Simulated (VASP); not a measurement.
# Sc: single point with PBE

The system is Sc.

```
Sc
1.0
     3.20556    0.00000    0.00000
    -1.60278    2.77609    0.00000
     0.00000    0.00000   10.23144
Sc
4
Direct
  0.00000 0.00000 0.00000
  0.00000 0.00000 0.50000
  0.33333 0.66667 0.25000
  0.66667 0.33333 0.75000
```

This cell differs from its parent crystal: volume scaled by 0.92.

- Program: VASP 6.6.1
- Task: single point
- Functional: PBE
- Potentials or basis: VASP PAW PBE potentials, release 64 (Sc_sv)
- Cutoff: 520 eV
- k mesh: 12 × 12 × 4
- Occupations: fermi-dirac, width 0.1 eV
- Spin: no spin polarisation
- Dipole correction: no
- Further INCAR settings: ALGO = Normal; EDIFF = 1e-07; NBANDS = 30

```
Pressure               : 4.9 GPa
Band gap on the k mesh : zero (band 22 reaches 5.06 eV, above the bottom of band 23 at 3.77 eV)
```

Stress tensor (GPa, compression positive):
```
4.90 0.00 0.00
0.00 4.90 0.00
0.00 0.00 5.01
```

Levels at points of the mesh, in eV from the Fermi level:
```tsv
k point	band 20	band 21	band 22	band 23	band 24	band 25
(0.00, 0.00, 0.00)	-1.80	0.58	0.86	0.92	1.55	1.55
(0.50, 0.00, 0.00)	-1.21	-0.55	-0.37	-0.36	0.28	0.89
(0.00, 0.00, 0.50)	-2.37	0.51	0.51	1.52	1.52	1.66
(0.50, 0.00, 0.50)	-1.44	-0.53	-0.53	0.07	0.07	1.33
```

Wall time 110 s on 1 thread of Intel Xeon 6975P-C, on a shared host, peak memory 0.27 GiB.
